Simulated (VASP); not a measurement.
# Ni3Ge (Pm-3m) in VASP: further runs

Ni3Ge is run at these levels: PBEsol; tasks: single point.

Program: VASP 6.6.1. These are calculated values, not measurements. Logs are shortened: lines on timing, memory, paths and dates and some standing lists are left out, and cuts for length are marked.

## (1) The cell of the first run

Symmetry: Pm-3m, No. 221, cubic system. The conventional cell has a = 3.530 Å, b = 3.530 Å, c = 3.530 Å, α = 90.00°, β = 90.00°, γ = 90.00°. Ni (site symmetry 4/mmm) has 8 Ni at 2.50 Å and 4 Ge at 2.50 Å within 3.3 Å. Ge (site symmetry m-3m) has 12 Ni at 2.50 Å within 3.3 Å.

## (2) Single point, PBEsol

The input, INCAR:

```
PREC     = Accurate       # precision mode
ENCUT    = 520            # plane-wave cutoff, eV
EDIFF    = 1E-7           # SCF threshold, eV
ISMEAR   = 0              # smearing method
SIGMA    = 0.1            # smearing width, eV
LREAL    = F              # projectors in reciprocal space
LASPH    = T              # aspherical terms in the spheres
NELM     = 60             # most SCF steps
ALGO     = Normal         # electronic algorithm
ISIF     = 2              # what is computed and relaxed
LWAVE    = F              # write WAVECAR
LCHARG   = F              # write CHGCAR
GGA      = PS             # functional
NBANDS   = 30             # bands
```

The input, KPOINTS:

```
Automatic mesh
0
Gamma
  12 12 12
```

The input, POSCAR:

```
Ni3Ge
1.0
    3.5303341067      0.0000000000      0.0000000000
    0.0000000000      3.5303341067      0.0000000000
    0.0000000000      0.0000000000      3.5303341067
Ni Ge
3 1
Direct
    0.5000000000      0.0000000000      0.5000000000
    0.0000000000      0.5000000000      0.5000000000
    0.5000000000      0.5000000000      0.0000000000
    0.0000000000      0.0000000000      0.0000000000
```

Potentials or basis: VASP PAW PBE potentials, release 64 (Ni, Ge_d).

Command:

```sh
$ cat potpaw_PBE.64/Ni/POTCAR potpaw_PBE.64/Ge_d/POTCAR > POTCAR
$ mpirun -np 1 vasp_std > vasp.out
```

OUTCAR:

```text
PREC = Accurate
   ENCUT = 520
   EDIFF = 1E-7
   ISMEAR = 0
   LREAL = F
   LASPH = T
   NELM = 60
   ISIF = 2
   GGA = PS

 ion  position               nearest neighbor table
   1  0.500  0.000  0.500-   2 2.50   3 2.50   4 2.50   3 2.50   4 2.50   2 2.50   3 2.50   3 2.50
                             2 2.50   4 2.50   4 2.50   2 2.50
   2  0.000  0.500  0.500-   1 2.50   3 2.50   4 2.50   3 2.50   4 2.50   1 2.50   4 2.50   4 2.50
                             1 2.50   3 2.50   3 2.50   1 2.50
   3  0.500  0.500  0.000-   1 2.50   2 2.50   4 2.50   1 2.50   2 2.50   1 2.50   4 2.50   1 2.50
                             2 2.50   4 2.50   2 2.50   4 2.50
   4  0.000  0.000  0.000-   1 2.50   2 2.50   3 2.50   1 2.50   2 2.50   2 2.50   3 2.50   2 2.50
                             1 2.50   3 2.50   1 2.50   3 2.50

  LATTYP: Found a simple cubic cell.
 ALAT       =     3.5303341067

  Lattice vectors:

 A1 = (   3.5303341067,   0.0000000000,   0.0000000000)
 A2 = (   0.0000000000,   3.5303341067,   0.0000000000)
 A3 = (   0.0000000000,   0.0000000000,   3.5303341067)

Analysis of symmetry for initial positions (statically):
=====================================================================
 Subroutine PRICEL returns:
 Original cell was already a primitive cell.

 Routine SETGRP: Setting up the symmetry group for a
 simple cubic supercell.

 Subroutine GETGRP returns: Found 48 space group operations
 (whereof 48 operations were pure point group operations)
 out of a pool of 48 trial point group operations.

The static configuration has the point symmetry O_h .

Analysis of symmetry for dynamics (positions and initial velocities):
=====================================================================
 Subroutine PRICEL returns:
 Original cell was already a primitive cell.

 Routine SETGRP: Setting up the symmetry group for a
 simple cubic supercell.

 Subroutine GETGRP returns: Found 48 space group operations
 (whereof 48 operations were pure point group operations)
 out of a pool of 48 trial point group operations.

The dynamic configuration has the point symmetry O_h .

 Subroutine INISYM returns: Found 48 space group operations
 (whereof 48 operations are pure point group operations),
 and found     1 'primitive' translations

----------------------------------------------------------------------------------------

                                     Primitive cell

  volume of cell :      43.9995

  direct lattice vectors                    reciprocal lattice vectors
     3.530334107  0.000000000  0.000000000     0.283259309  0.000000000  0.000000000
[... 93 lines left out ...]
   NSW    =      0    number of steps for IOM
   IBRION =     -1    ionic relax: 0-MD 1-quasi-New 2-CG
   NFREE  =      0    steps in history (QN), initial steepest desc. (CG)
   ISIF   =      2    stress and relaxation
   ISYM   =      2    0-nonsym 1-usesym 2-fastsym
   POTIM  = 0.5000    time-step for ionic-motion
   TEBEG  =    0.0;   TEEND  =   0.0 temperature during run
   PSTRESS=    0.0 pullay stress
   NELECT =      44.0000    total number of electrons
   NUPDOWN=      -1.0000    fix difference up-down
   EMIN   =  10.00;   EMAX   =-10.00  energy-range for DOS
   EFERMI =   0.00;   METHOD = LEGACY
   ISMEAR =     0;   SIGMA  =   0.10  broadening in eV -4-tet -1-fermi 0-gaus
   EFERMI_NEDOS =   21; number of points for ismear=-14 and -15
   IALGO  =     38    algorithm
   IMIX   =      4    mixing-type and parameters
     AMIX     =   0.40;   BMIX     =  1.00
     AMIX_MAG =   1.60;   BMIX_MAG =  1.00
  volume/ion in A,a.u.               =      11.00        74.23
  Fermi-wavevector in a.u.,A,eV,Ry     =   1.637105  3.093680 36.465156  2.680113
  Thomas-Fermi vector in A             =   2.728300
   LORBIT       =      0    0 simple, 1 ext, 2 COOP (PROOUT), +10 PAW based schemes
   GGA     = PS    functional components
   LHFCALC =     F    Hartree Fock is set to
   AEXX    =    0.0000 exact exchange contribution
   IVDW    =     0    specifies the selected vdW correction
   LEPSILON=     F    determine dielectric tensor
   LRPA    =     F    only Hartree local field effects (RPA)
 non-spin polarized calculation
 Gauss-broadening in eV      SIGMA  =   0.10
  energy-cutoff  :      520.00
  volume of cell :       44.00
 maximum number of plane-waves:      1213
 NGX is ok and might be reduce to    28
   NGX = 13   NGY = 13   NGZ = 13

 number of electron      43.9999972 magnetization

 Free energy of the ion-electron system (eV)
  ---------------------------------------------------
  ext. energy  EPLUGINS =         0.00000000
  ---------------------------------------------------
  free energy    TOTEN  =       -24.74456520 eV

  energy without entropy =      -24.73437839  energy(sigma->0) =      -24.73947180

 E-fermi :  10.1942     XC(G=0): -13.6499

 val. band max:       10.1818393901   @ k =   0.0833   0.0833   0.0000
 cond. band min:      10.2159830642   @ k =   0.4167   0.4167   0.3333
 fundamental gap:      0.0341436741
 Fermi energy:        10.1941698568

 k-point     1 :       0.0000    0.0000    0.0000
  band No.  band energies     occupation
      1     -14.3889      2.00000
      2     -14.3889      2.00000
      3     -14.3741      2.00000
      4     -14.3741      2.00000
      5     -14.3741      2.00000
      6      -2.3621      2.00000
[... 781 lines left out ...]
     29      20.0573      0.00000
     30      21.1052      0.00000

 [... further k-points ...]

------------------------ aborting loop because EDIFF is reached ----------------------------------------

  FORCE on cell =-STRESS in cart. coord.  units (eV):
  Direction    XX          YY          ZZ          XY          YZ          ZX
  --------------------------------------------------------------------------------------
  -------------------------------------------------------------------------------------
  Total       -0.2109926     -0.2109926     -0.2109926      0.0000000      0.0000000     -0.0000000
  in kB       -7.6829916     -7.6829916     -7.6829916      0.0000000      0.0000000     -0.0000000
  external PRESSURE =      -7.6829916 kB  Pullay stress =       0.0000000 kB

 VOLUME and BASIS-vectors are now :
 -----------------------------------------------------------------------------
  energy-cutoff  :      520.00
  volume of cell :       44.00
      direct lattice vectors                 reciprocal lattice vectors
     3.530334107  0.000000000  0.000000000     0.283259309  0.000000000  0.000000000
     0.000000000  3.530334107  0.000000000     0.000000000  0.283259309  0.000000000
     0.000000000  0.000000000  3.530334107     0.000000000  0.000000000  0.283259309

 POSITION                                       TOTAL-FORCE (eV/Angst)
 -----------------------------------------------------------------------------------
      1.76517      0.00000      1.76517         0.000000      0.000000      0.000000
      0.00000      1.76517      1.76517         0.000000      0.000000      0.000000
      1.76517      1.76517      0.00000         0.000000      0.000000      0.000000
      0.00000      0.00000      0.00000         0.000000      0.000000      0.000000
 -----------------------------------------------------------------------------------
    total drift:                                0.000000      0.000000      0.000000

  FREE ENERGIE OF THE ION-ELECTRON SYSTEM (eV)
  ---------------------------------------------------
  free  energy   TOTEN  =       -24.7445651987 eV

  energy  without entropy=      -24.7343783933  energy(sigma->0) =      -24.73947180
```

OSZICAR:

```text
N       E                     dE             d eps       ncg     rms          rms(c)
DAV:   1     0.313798955738E+03    0.31380E+03   -0.19817E+04  5556   0.333E+03
DAV:   2     0.110423320165E+02   -0.30276E+03   -0.28829E+03  5040   0.537E+02
DAV:   3    -0.271160713167E+02   -0.38158E+02   -0.37252E+02  5352   0.164E+02
DAV:   4    -0.282799893325E+02   -0.11639E+01   -0.11625E+01  5754   0.330E+01
DAV:   5    -0.283034847325E+02   -0.23495E-01   -0.23494E-01  6594   0.410E+00    0.187E+01
DAV:   6    -0.276547132077E+02    0.64877E+00   -0.32798E+01  5868   0.821E+01    0.150E+01
DAV:   7    -0.248353285817E+02    0.28194E+01   -0.12667E+01  5678   0.481E+01    0.360E+00
DAV:   8    -0.247553443590E+02    0.79984E-01   -0.38703E-01  5942   0.533E+00    0.972E-01
DAV:   9    -0.247462452036E+02    0.90992E-02   -0.19885E-02  6544   0.164E+00    0.340E-01
DAV:  10    -0.247445798808E+02    0.16653E-02   -0.22339E-03  6900   0.544E-01    0.930E-02
DAV:  11    -0.247445717130E+02    0.81679E-05   -0.22467E-04  5782   0.125E-01    0.382E-02
DAV:  12    -0.247445655112E+02    0.62017E-05   -0.26745E-05  5960   0.795E-02    0.752E-03
DAV:  13    -0.247445659449E+02   -0.43365E-06   -0.26047E-06  6486   0.165E-02    0.361E-03
DAV:  14    -0.247445652285E+02    0.71635E-06   -0.68434E-07  5684   0.119E-02    0.139E-03
DAV:  15    -0.247445651987E+02    0.29780E-07   -0.44619E-08  2982   0.282E-03
   1 F= -.24744565E+02 E0= -.24739472E+02  d E =-.101868E-01
```

stdout:

```text
POSCAR found type information on POSCAR NiGe
 POSCAR found :  2 types and       4 ions
 scaLAPACK will be used
 -----------------------------------------------------------------------------
|                                                                             |
|                                                                             |
|     You enforced a specific xc type in the INCAR file but a different       |
|     I HOPE YOU KNOW WHAT YOU ARE DOING!                                     |
|                                                                             |
 -----------------------------------------------------------------------------

 LDA part: xc-table for (Slater+PW92), standard interpolation
 POSCAR, INCAR and KPOINTS ok, starting setup
 FFT: planning ... GRIDC
 FFT: planning ... GRID_SOFT
 FFT: planning ... GRID
 WAVECAR not read
 entering main loop
```

Wall time 3.3 min (1 thread of Intel Xeon Platinum 8175M at 2.50GHz (Skylake/Cascade Lake), shared host); peak memory 0.22 GiB.

Results:

- Free energy: -24.7446 eV
- Pressure: -0.8 GPa
- Band gap on the k mesh: zero (band 22 reaches 10.22 eV, above the bottom of band 23 at 9.99 eV)

Levels at points of the mesh, in eV from the Fermi level:
| k point | band 19 | band 20 | band 21 | band 22 | band 23 | band 24 | band 25 | band 26 |
| --- | --- | --- | --- | --- | --- | --- | --- | --- |
| (0.00, 0.00, 0.00) | -0.58 | -0.58 | -0.29 | 0.03 | 0.03 | 0.03 | 3.96 | 6.89 |
| (0.50, 0.00, 0.00) | -1.24 | -1.14 | -0.53 | 0.03 | 3.62 | 3.62 | 4.67 | 5.77 |
| (0.50, 0.50, 0.00) | -1.21 | -1.11 | -0.94 | -0.93 | 0.63 | 0.63 | 5.72 | 6.46 |
| (0.50, 0.50, 0.50) | -1.17 | -1.17 | -0.53 | -0.20 | -0.20 | -0.20 | 0.70 | 4.22 |

Caveat: the PAW data sets were made with another functional, which shifts forces and pressure a little.

(Continued in part 2 of 2.)
